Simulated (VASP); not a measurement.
A run of VASP 6.6.1:

INCAR

```
SYSTEM = Be
  ALGO = Normal
  EDIFF = 1E-6
  ENCUT = 600
  GGA = CA
  GGA_COMPAT = .False.
  ISIF = 2
  ISMEAR = -1
  LASPH = .True.
  LCHARG = .False.
  LREAL = .False.
  LWAVE = .False.
  NBANDS = 7
  NELM = 120
  PREC = Accurate
  SIGMA = 0.1
```

File KPOINTS:

```
k-points
0
Gamma
  19 19 19
  0 0 0
```

The input POSCAR:

```
Be
1.0
    0.0000000000      1.5941255536      1.5941255536
    1.5941255536      0.0000000000      1.5941255536
    1.5941255536      1.5941255536      0.0000000000
Be
1
Direct
    0.0000000000      0.0000000000      0.0000000000
```

Potentials or basis: VASP PAW LDA potentials, release 64 (Be).

Run with:

```bash
$ cat potpaw_LDA.64/Be/POTCAR > POTCAR
$ mpirun -np 1 vasp_std > vasp.out
```

Hardware: 1 thread of Intel Xeon 8259CL, with other jobs on the host.

Problem. How long does it take, and how much memory?

Solution. Run time: 17 s on 1 thread of Intel Xeon 8259CL (shared host), peak memory 0.12 GiB. Counts: scf iterations 8, k points 220.
